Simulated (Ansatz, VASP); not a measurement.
# Two plane-wave programs on Hf

The input INCAR:

```
SYSTEM = Hf
PREC = Accurate
ENCUT = 520
EDIFF = 1E-7
ISMEAR = 0
SIGMA = 0.15
LREAL = .False.
LASPH = .True.
NELM = 60
ALGO = Normal
ISIF = 2
LWAVE = .False.
LCHARG = .False.
GGA = PS
NBANDS = 11
```

KPOINTS

```
Automatic mesh
0
Gamma
  18 18 18
  0 0 0
```

Contents of POSCAR:

```
Hf
1.0
    0.0000000000      2.3976000000      2.3976000000
    2.3976000000      0.0000000000      2.3976000000
    2.3976000000      2.3976000000      0.0000000000
Hf
1
Direct
    0.0000000000      0.0000000000      0.0000000000
```

Input for Ansatz:

```yaml
crystal:
  lattice:
    - [0.0, 2.3976, 2.3976]
    - [2.3976, 0.0, 2.3976]
    - [2.3976, 2.3976, 0.0]
  atoms:
    - { symbol: Hf, position: [0.0, 0.0, 0.0] }
basis:
  ecutwfc: 420
kpoints:
  mp_grid: { grid: [18, 18, 18] }
hamiltonian:
  xc: pbesol
scf:
  occupations: { method: gaussian, width: 0.15 }
output:
  forces: true
  stress: true
  eigenvalues: true
```

Change from the starting cell: strain +0.080 along x and y, +0.080 along z, atoms carried along.

Alike in both runs: task single point; functional PBEsol; k mesh 18 × 18 × 18; occupations gaussian, width 0.15 eV; no spin polarisation.

|  | VASP | Ansatz |
| --- | --- | --- |
| version | VASP 6.6.1 | Ansatz 0.2.0 |
| potentials or method | VASP PAW PBE potentials, release 64 (Hf_pv), cutoff 520 eV | scalar-relativistic, plane waves, PAW |
| valence electrons in the cell | 10 | 26 |

```tsv
	VASP	Ansatz	Ansatz less VASP
gap on the k mesh at the Fermi level (eV)	none	none	-
pressure (GPa)	-17.8	-17.5	+0.35
```

VASP's potentials were made for PBE, not for PBEsol. A gap of «none» marks a metal or a gap that the smearing closes. VASP's potentials hold 10 valence electrons a cell and Ansatz's 26, so a difference there can come from the potentials and not from the codes.

Neither program's run includes spin-orbit coupling.
